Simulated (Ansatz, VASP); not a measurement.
## One calculation of AgCl, two programs

Contents of INCAR:

```
PREC = Accurate ; ENCUT = 520
EDIFF = 1E-6 ; ISMEAR = -1
SIGMA = 0.02 ; LREAL = False
LASPH = True ; NELM = 80
ALGO = Normal ; ISIF = 2
LWAVE = False ; LCHARG = True
GGA = PE ; LELF = True
LVHAR = True ; NBANDS = 16
```

KPOINTS

```
regular mesh
0
Gamma
  8 8 8
```

POSCAR

```
AgCl
1.0
    3.4108681844      0.0000000000      0.0000000000
    0.0000000000      3.3955880382      0.0000000000
    0.0000000000      0.0000000000      3.3955880382
Ag Cl
1 1
Direct
    0.0000000000      0.0000000000      0.0000000000
    0.5000000000      0.5000000000      0.5000000000
```

Input for Ansatz:

```yaml
crystal:
  lattice:
    - [3.4108681844, 0.0, 0.0]
    - [0.0, 3.3955880382, 0.0]
    - [0.0, 0.0, 3.3955880382]
  atoms:
    - { symbol: Ag, position: [0.0, 0.0, 0.0] }
    - { symbol: Cl, position: [0.5, 0.5, 0.5] }
kpoints:
  mp_grid: { grid: [8, 8, 8] }
  band_path:
    path:
      - [0.0, 0.0, 0.0]
      - [0.0, 0.5, 0.0]
      - [0.5, 0.5, 0.0]
      - [0.5, 0.5, 0.5]
      - [0.5, 0.0, 0.0]
    npoints: 1
hamiltonian:
  xc: pbe
scf:
  occupations: { method: fermi_dirac, width: 0.02 }
  n_extra_bands: 4
output:
  forces: true
  stress: true
  eigenvalues: true
  write_density: true
  write_potential: true
  elf: true
  volumetric_format: npy
```

Change from the starting cell: uniaxial_x strain +0.5%.

Alike in both runs: task single point; functional PBE; k mesh 8 × 8 × 8; occupations fermi-dirac, width 0.02 eV; no spin polarisation.

```csv
,VASP,Ansatz
version,VASP 6.6.1,Ansatz 0.2.0
potentials or method,"VASP PAW PBE potentials, release 64 (Ag, Cl)","plane waves, PAW"
plane-wave cutoff (eV),520,420
valence electrons in the cell,18,26
```

```tsv
	VASP	Ansatz	Ansatz less VASP
pressure (GPa)	1.2	1.4	+0.14
traceless stress, the component that is largest in VASP (GPa)	-0.15	-0.15	0.000
```

VASP's potentials hold 18 valence electrons a cell and Ansatz's 26, so a difference there can come from the potentials and not from the codes.
